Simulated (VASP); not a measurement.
# SiC (zinc blende) (F-43m) in VASP: single point with r2SCAN

Aim: the single point of SiC (zinc blende) with r2SCAN.

Everything below comes from runs of VASP 6.6.1. Logs are shortened: lines on timing, memory, paths and dates and some standing lists are left out, and cuts for length are marked.

## Step 1: The cell of the first run

It takes space group F-43m (No. 216, cubic). The conventional cell has a = 4.403 Å, b = 4.403 Å, c = 4.403 Å, α = 90.00°, β = 90.00°, γ = 90.00°. Si (site symmetry -43m) has 4 C at 1.91 Å within 2.5 Å. Within 2.5 Å of C (site symmetry -43m) lie 4 Si at 1.91 Å.

## Step 2: Single point, r2SCAN (volume scaled by 1.03)

The input, POSCAR:

```
SiC
1.0
    0.0000000000      2.2015855622      2.2015855622
    2.2015855622      0.0000000000      2.2015855622
    2.2015855622      2.2015855622      0.0000000000
Si C
1 1
Direct
    0.0000000000      0.0000000000      0.0000000000
    0.2500000000      0.2500000000      0.2500000000
```

The input, INCAR.step1:

```
PREC = Accurate
ENCUT = 520
ISMEAR = 0
SIGMA = 0.01
LREAL = F
LASPH = T
NELM = 60
NBANDS = 11
GGA = PE
ALGO = Normal
EDIFF = 1E-4
LWAVE = T
LCHARG = F
```

The input, INCAR.step2:

```
PREC = Accurate
ENCUT = 520
EDIFF = 1E-6
ISMEAR = 0
SIGMA = 0.01
LREAL = F
LASPH = T
NELM = 60
ALGO = Normal
ISIF = 2
LWAVE = F
LCHARG = T
METAGGA = R2SCAN
LMIXTAU = T
LELF = T
LVHAR = T
NBANDS = 11
ISTART = 1
```

The input, KPOINTS:

```
regular mesh
0
Gamma
  10 10 10
```

Potentials or basis: VASP PAW PBE potentials, release 64 (Si, C).

Run with:

```bash
> cat potpaw_PBE.64/Si/POTCAR potpaw_PBE.64/C/POTCAR > POTCAR
> cp INCAR.step1 INCAR
> mpirun -np 1 vasp_std > vasp.out
> cp INCAR.step2 INCAR
> mpirun -np 1 vasp_std > vasp.out
```

OUTCAR:

```text
PREC = Accurate
   ENCUT = 520
   EDIFF = 1E-6
   ISMEAR = 0
   LREAL = F
   LASPH = T
   NELM = 60
   ISIF = 2
   METAGGA = R2SCAN
   ISTART = 1

 ion  position               nearest neighbor table
   1  0.000  0.000  0.000-   2 1.91   2 1.91   2 1.91   2 1.91
   2  0.250  0.250  0.250-   1 1.91   1 1.91   1 1.91   1 1.91

  LATTYP: Found a face centered cubic cell.
 ALAT       =     4.4031711244

  Lattice vectors:

 A1 = (   0.0000000000,   2.2015855622,   2.2015855622)
 A2 = (   2.2015855622,   0.0000000000,   2.2015855622)
 A3 = (   2.2015855622,   2.2015855622,   0.0000000000)

Analysis of symmetry for initial positions (statically):
=====================================================================
 Subroutine PRICEL returns:
 Original cell was already a primitive cell.

 Routine SETGRP: Setting up the symmetry group for a
 face centered cubic supercell.

 Subroutine GETGRP returns: Found 24 space group operations
 (whereof 24 operations were pure point group operations)
 out of a pool of 48 trial point group operations.

The static configuration has the point symmetry T_d .

Analysis of symmetry for dynamics (positions and initial velocities):
=====================================================================
 Subroutine PRICEL returns:
 Original cell was already a primitive cell.

 Routine SETGRP: Setting up the symmetry group for a
 face centered cubic supercell.

 Subroutine GETGRP returns: Found 24 space group operations
 (whereof 24 operations were pure point group operations)
 out of a pool of 48 trial point group operations.

The dynamic configuration has the point symmetry T_d .

 Subroutine INISYM returns: Found 24 space group operations
 (whereof 24 operations are pure point group operations),
 and found     1 'primitive' translations

----------------------------------------------------------------------------------------

                                     Primitive cell

  volume of cell :      21.3421

  direct lattice vectors                    reciprocal lattice vectors
     0.000000000  2.201585562  2.201585562    -0.227109047  0.227109047  0.227109047
     2.201585562  0.000000000  2.201585562     0.227109047 -0.227109047  0.227109047
     2.201585562  2.201585562  0.000000000     0.227109047  0.227109047 -0.227109047

  length of vectors
     3.113512161  3.113512161  3.113512161     0.393364409  0.393364409  0.393364409

[... 81 lines left out ...]
   LREAL  =      F    real-space projection
   EDIFFG = 0.1E-04   stopping-criterion for IOM
   NSW    =      0    number of steps for IOM
   IBRION =     -1    ionic relax: 0-MD 1-quasi-New 2-CG
   NFREE  =      0    steps in history (QN), initial steepest desc. (CG)
   ISIF   =      2    stress and relaxation
   ISYM   =      2    0-nonsym 1-usesym 2-fastsym
   POTIM  = 0.5000    time-step for ionic-motion
   TEBEG  =    0.0;   TEEND  =   0.0 temperature during run
   PSTRESS=    0.0 pullay stress
   NELECT =       8.0000    total number of electrons
   NUPDOWN=      -1.0000    fix difference up-down
   EMIN   =  10.00;   EMAX   =-10.00  energy-range for DOS
   EFERMI =   0.00;   METHOD = LEGACY
   ISMEAR =     0;   SIGMA  =   0.01  broadening in eV -4-tet -1-fermi 0-gaus
   EFERMI_NEDOS =   21; number of points for ismear=-14 and -15
   IALGO  =     38    algorithm
   IMIX   =      4    mixing-type and parameters
     AMIX     =   0.40;   BMIX     =  1.00
     AMIX_MAG =   1.60;   BMIX_MAG =  1.00
  volume/ion in A,a.u.               =      10.67        72.01
  Fermi-wavevector in a.u.,A,eV,Ry     =   1.180391  2.230616 18.957312  1.393323
  Thomas-Fermi vector in A             =   2.316684
   LORBIT       =      0    0 simple, 1 ext, 2 COOP (PROOUT), +10 PAW based schemes
   METAGGA = R2SCAN    functional components
   LHFCALC =     F    Hartree Fock is set to
   AEXX    =    0.0000 exact exchange contribution
   IVDW    =     0    specifies the selected vdW correction
   LEPSILON=     F    determine dielectric tensor
   LRPA    =     F    only Hartree local field effects (RPA)
 non-spin polarized calculation
 Gauss-broadening in eV      SIGMA  =   0.01
  energy-cutoff  :      520.00
  volume of cell :       21.34
 maximum number of plane-waves:       589
   NGX = 11   NGY = 11   NGZ = 11

 number of electron       8.0000001 magnetization

 Free energy of the ion-electron system (eV)
  ---------------------------------------------------
  ext. energy  EPLUGINS =         0.00000000
  ---------------------------------------------------
  free energy    TOTEN  =       -19.31170098 eV

  energy without entropy =      -19.31170098  energy(sigma->0) =      -19.31170098

 E-fermi :   7.7535     XC(G=0): -11.7962

 val. band max:        7.6407907275   @ k =   0.0000   0.0000   0.0000
 cond. band min:       9.3849322368   @ k =   0.5000   0.5000   0.0000
 fundamental gap:      1.7441415093
 Fermi energy:         7.7534786064

 k-point     1 :       0.0000    0.0000    0.0000
  band No.  band energies     occupation
      1      -8.2948      2.00000
      2       7.6408      2.00000
      3       7.6408      2.00000
      4       7.6408      2.00000
      5      14.0864      0.00000
      6      15.2619      0.00000
      7      15.2619      0.00000
      8      15.2619      0.00000
      9      22.6606      0.00000
     10      22.6606      0.00000
     11      24.9000      0.00000
[... 309 lines left out ...]
 k-point    24 :       0.4000    0.3000    0.0000
  band No.  band energies     occupation
      1      -5.1445      2.00000
      2       1.8401      2.00000
      3       4.4304      2.00000
      4       4.9433      2.00000
      5      10.9029      0.00000
      6      13.6604      0.00000
      7      19.7872      0.00000
      8      20.1338      0.00000
      9      22.0967      0.00000
     10      26.4253      0.00000
     11      29.6335      0.00000

 [... further k-points ...]
[... 5 lines left out ...]
  --------------------------------------------------------------------------------------
  -------------------------------------------------------------------------------------
  Total       -0.9317648     -0.9317648     -0.9317648     -0.0000000     -0.0000000     -0.0000000
  in kB      -69.9487874    -69.9487874    -69.9487874     -0.0000000     -0.0000000     -0.0000000
  external PRESSURE =     -69.9487874 kB  Pullay stress =       0.0000000 kB

 VOLUME and BASIS-vectors are now :
 -----------------------------------------------------------------------------
  energy-cutoff  :      520.00
  volume of cell :       21.34
      direct lattice vectors                 reciprocal lattice vectors
     0.000000000  2.201585562  2.201585562    -0.227109047  0.227109047  0.227109047
     2.201585562  0.000000000  2.201585562     0.227109047 -0.227109047  0.227109047
     2.201585562  2.201585562  0.000000000     0.227109047  0.227109047 -0.227109047

 POSITION                                       TOTAL-FORCE (eV/Angst)
 -----------------------------------------------------------------------------------
      0.00000      0.00000      0.00000        -0.000000     -0.000000     -0.000000
      1.10079      1.10079      1.10079         0.000000      0.000000      0.000000
 -----------------------------------------------------------------------------------
    total drift:                               -0.000000     -0.000000     -0.000000

  FREE ENERGIE OF THE ION-ELECTRON SYSTEM (eV)
  ---------------------------------------------------
  free  energy   TOTEN  =       -19.3117009839 eV

  energy  without entropy=      -19.3117009839  energy(sigma->0) =      -19.31170098
```

OUTCAR.step1:

```text
PREC = Accurate
   ENCUT = 520
   ISMEAR = 0
   LREAL = F
   LASPH = T
[... 556 lines left out ...]
 -----------------------------------------------------------------------------------
      0.00000      0.00000      0.00000         0.000000      0.000000     -0.000000
      1.10079      1.10079      1.10079        -0.000000     -0.000000      0.000000
 -----------------------------------------------------------------------------------
    total drift:                                0.000000      0.000000      0.000000

  FREE ENERGIE OF THE ION-ELECTRON SYSTEM (eV)
  ---------------------------------------------------
  free  energy   TOTEN  =       -15.0572971641 eV

  energy  without entropy=      -15.0572971641  energy(sigma->0) =      -15.05729716
```

Run time: 20 s. Hardware: 1 thread of Intel Xeon 6975P-C, shared host; peak memory 0.14 GiB.

Results:

```yaml
Free_energy: -19.3117 eV
Pressure: -7.0 GPa
Band_gap_on_the_k_mesh: 1.74 eV, indirect (least direct gap 5.02 eV)
```

Levels at points of the mesh, in eV from the valence-band top:
```tsv
k point	band 1	band 2	band 3	band 4	band 5	band 6	band 7	band 8
(0.00, 0.00, 0.00)	-15.94	0.00	0.00	0.00	6.45	7.62	7.62	7.62
(0.50, 0.00, 0.00)	-12.42	-8.65	-1.10	-1.10	5.69	7.62	7.62	10.76
(0.50, 0.50, 0.00)	-10.99	-7.95	-3.27	-3.27	1.74	4.70	14.75	14.75
```

Caveat: the PAW data sets were made with another functional, which shifts forces and pressure a little.
